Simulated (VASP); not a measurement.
WS2, 6 atoms in the cell. Symmetry: P6_3/mmc, No. 194, hexagonal system. The conventional cell has a = 3.127 Å, b = 3.127 Å, c = 12.152 Å, α = 90.00°, β = 90.00°, γ = 120.00°. W (site symmetry -6m2) has 6 S at 2.50 Å and 6 W at 3.13 Å within 3.3 Å. S (site symmetry 3m) has 3 W at 2.50 Å and 9 S at 3.13 to 3.18 Å within 3.3 Å.  This cell differs from its parent crystal: atoms shifted along a free coordinate.

- Program: VASP 6.6.1
- Task: single point
- Functional: LDA
- Potentials or basis: VASP PAW LDA potentials, release 64 (W_sv, S)
- Cutoff: 520 eV
- k mesh: 12 × 12 × 4
- Occupations: gaussian, width 0.05 eV
- Spin: no spin polarisation
- Dipole correction: no
- Further INCAR settings: ALGO = Normal; EDIFF = 1e-06; NBANDS = 35

Potentials or basis: VASP PAW LDA potentials, release 64 (W_sv, S).

The run is started by

```bash
$ cat potpaw_LDA.64/W_sv/POTCAR potpaw_LDA.64/S/POTCAR > POTCAR
$ mpirun -np 1 vasp_std > vasp.out
```

Hardware: 1 thread of Intel(R) Xeon(R) 6975P-C (Granite Rapids) (shared host).

Problem. Estimate the wall time of this run.

Solution. Wall time 3 min on 1 thread of Intel(R) Xeon(R) 6975P-C (Granite Rapids), with other jobs on the host, peak memory 0.29 GiB. Counts: scf iterations 14, k points 57.
